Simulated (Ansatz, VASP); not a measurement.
## Ag4Sb2Mo in VASP and in Ansatz

INCAR

```
PREC = Accurate ; ENCUT = 520
EDIFF = 1E-6 ; ISMEAR = 1
SIGMA = 0.04 ; LREAL = F
LASPH = T ; NELM = 80
ALGO = Normal ; ISIF = 2
LWAVE = F ; LCHARG = F
GGA = PS ; NBANDS = 43
```

The input KPOINTS:

```
Automatic mesh
0
Gamma
  7 7 7
```

The input POSCAR:

```
Ag4Sb2Mo
1.0
    2.2553850000      3.9064350000      0.0000000000
   -2.2553850000      3.9064350000      0.0000000000
    0.0000000000     -2.6042900000      7.8583700000
Mo Ag Sb
1 4 2
Direct
    0.0000000000      0.0000000000      0.0000000000
    0.1419600000      0.1419600000      0.4258800000
    0.8580400000      0.8580400000      0.5741200000
    0.4341100000      0.4341100000      0.3023300000
    0.5658900000      0.5658900000      0.6976700000
    0.2563400000      0.2563400000      0.7690200000
    0.7436600000      0.7436600000      0.2309800000
```

Input for Ansatz:

```yaml
crystal:
  lattice:
    - [2.255385, 3.906435, 0.0]
    - [-2.255385, 3.906435, 0.0]
    - [0.0, -2.60429, 7.85837]
  atoms:
    - { symbol: Mo, position: [0.0, 0.0, 0.0] }
    - { symbol: Ag, position: [0.14196, 0.14196, 0.42588] }
    - { symbol: Ag, position: [0.85804, 0.85804, 0.57412] }
    - { symbol: Ag, position: [0.43411, 0.43411, 0.30233] }
    - { symbol: Ag, position: [0.56589, 0.56589, 0.69767] }
    - { symbol: Sb, position: [0.25634, 0.25634, 0.76902] }
    - { symbol: Sb, position: [0.74366, 0.74366, 0.23098] }
  symmetry: { tolerance: 0.0003 }
kpoints:
  mp_grid: { grid: [7, 7, 7], shift: [0, 0, 0] }
  band_path:
    path:
      - [0.0, 0.0, 0.0]
      - [0.0, 0.0, 0.5]
      - [0.31502861, -0.31502861, 0.5]
      - [0.31502861, -0.36994278, 0.18497139]
      - [0.5, 0.0, 0.0]
      - [0.0, 0.0, 0.0]
      - [0.3424857, -0.3424857, 0.0]
      - [0.31502861, -0.3424857, 0.3424857]
      - [0.0, -0.5, 0.5]
      - [0.0, 0.0, 0.0]
    npoints: 6
magnetization:
  spin_polarized: false
scf:
  occupations: { method: methfessel_paxton, width: 0.04 }
  lower_state_search: "off"
  max_iter: 200
hamiltonian:
  pseudopotentials: { kind: paw }
  xc: pbesol
basis:
  ecutwfc: 420
  fft_grid_basis: typed
output:
  forces: true
  stress: true
  eigenvalues: true
  bader: true
  populations: true
  elf: true
  write_potential: true
  volumetric_format: npy
  dos:
    e_range: [-12, 8]
    de: 0.05
    projected: { site_lists: { Ag: [Ag], Mo: [Mo], Sb: [Sb] } }
checkpoint:
  read: saved_state
```

Alike in both runs: task single point; functional PBEsol; k mesh 7 × 7 × 7; occupations methfessel-paxton of order 1, width 0.04 eV; no spin polarisation.

|  | VASP | Ansatz |
| --- | --- | --- |
| version | VASP 6.6.1 | Ansatz 0.2.0 |
| potentials or method | VASP PAW PBE potentials, release 64 (Mo_sv, Ag, Sb), cutoff 520 eV | PAW plane waves |
| valence electrons in the cell | 68 | 120 |

VASP gave:

```
pressure (GPa)                                                : -0.3
traceless stress, the component that is largest in VASP (GPa) : -5.42
rms of the force components (eV/Å)                            : 0.880
```

Task: Estimate Ansatz's values.

Result: Pressure (GPa): -0.2; traceless stress, the component that is largest in VASP (GPa): -5.47; rms of the force components (eV/Å): 0.884.

VASP's potentials were made for PBE, not for PBEsol. Atom by atom the forces differ by 0.004 eV/Å (rms over components). VASP's potentials hold 68 valence electrons a cell and Ansatz's 120, so a difference there can come from the potentials and not from the codes. Ansatz's warnings: structure snapped to symmetry.

Spin-orbit coupling is off throughout.
